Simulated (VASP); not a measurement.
Write the native input for VASP 6.6.1 that does the following.

* Task: single point
* Functional: PBE
* Potentials or basis: VASP PAW PBE potentials, release 64 (Nb_sv, Te, S)
* Cutoff: 520 eV
* k mesh: 4 × 4 × 4
* Occupations: gaussian, width 0.1 eV
* Spin: no spin polarisation
* Dipole correction: no
* Further INCAR settings: ALGO = Normal; EDIFF = 1e-06; NBANDS = 30

The structure of NbTeS4 lies in POSCAR:

```
NbTeS4
1.0
    4.1114641900     -4.1255489300      0.0000000000
    4.1114641900      4.1255489300      0.0000000000
    0.0000000000      0.0000000000      3.8063479900
Nb Te S
1 1 4
Direct
    0.5000000000      0.5000000000      0.5000000000
    0.0000000000      0.0000000000      0.0000000000
    0.2033679900      0.2033679900      0.5000000000
    0.7966320100      0.7966320100      0.5000000000
    0.6859680000      0.3140320000      0.0000000000
    0.3140320000      0.6859680000      0.0000000000
```

The cell was built from a structure type or drawn by symmetry, and may not be a known phase.

One way to write it, as run:

INCAR

```
SYSTEM = NbTeS4
  ALGO = Normal
  EDIFF = 1E-6
  ENCUT = 520
  GGA = PE
  ISIF = 2
  ISMEAR = 0
  LASPH = .TRUE.
  LCHARG = .TRUE.
  LELF = .TRUE.
  LREAL = .FALSE.
  LVHAR = .TRUE.
  LWAVE = .FALSE.
  NBANDS = 30
  NELM = 100
  PREC = Accurate
  SIGMA = 0.1
```

KPOINTS

```
k-points
0
G
  4 4 4
  0 0 0
```

Potentials or basis: VASP PAW PBE potentials, release 64 (Nb_sv, Te, S).

Launch:

```console
$ cat potpaw_PBE.64/Nb_sv/POTCAR potpaw_PBE.64/Te/POTCAR potpaw_PBE.64/S/POTCAR > POTCAR
$ mpirun -np 1 vasp_std > vasp.out
```

It gave:

```
Pressure               : 7.3 GPa
Largest force          : 1.125 eV/Å
Band gap on the k mesh : zero (an odd number of electrons rules out a gap without spin polarisation)
```

Caveat: the k points lie up to 0.41 Å⁻¹ apart, too coarse for converged energies and pressures of a metal; spin-orbit coupling is left out, which moves the levels of the heavy elements; forces of over 1 eV/Å act on the atoms, so gaps and moduli don't describe the material at rest.

It took 2.2 min on 1 thread of Intel(R) Xeon(R) 6975P-C (Granite Rapids), on a shared host, peak memory 0.28 GiB.
